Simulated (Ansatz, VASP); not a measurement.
## Two plane-wave programs on Sr3Ru

```
CELL_PARAMETERS angstrom
9.09996 0.00000 0.00000
-4.54998 7.88080 0.00000
0.00000 0.00000 4.38630
ATOMIC_POSITIONS crystal
Sr 0.79753 0.59507 0.25000
Sr 0.20247 0.79753 0.75000
Sr 0.40493 0.20247 0.25000
Sr 0.20247 0.40493 0.75000
Sr 0.79753 0.20247 0.25000
Sr 0.59507 0.79753 0.75000
Ru 0.33333 0.66667 0.25000
Ru 0.66667 0.33333 0.75000
```

Alike in both runs: functional PBE; k mesh 6 × 6 × 8; occupations gaussian, width 0.1 eV; no spin polarisation.

Ansatz relaxed the structure, and its values are those at the end. VASP's run is a single point on that final structure, the one shown.

```csv
,VASP,Ansatz
version,VASP 6.6.1,Ansatz 0.2.0
potentials or method,"VASP PAW PBE potentials, release 64 (Sr_sv, Ru_pv), cutoff 520 eV","scalar-relativistic, plane waves, PAW"
valence electrons in the cell,88,92
```

```csv
,VASP,Ansatz,Ansatz less VASP
gap on the k mesh at the Fermi level (eV),none,none,-
pressure (GPa),0.1,0.0,-0.13
rms of the force components (eV/Å),0.013,0.002,-0.0105
```

A gap of «none» marks a metal or a gap that the smearing closes. VASP's potentials hold 88 valence electrons a cell and Ansatz's 92, so a difference there can come from the potentials and not from the codes.
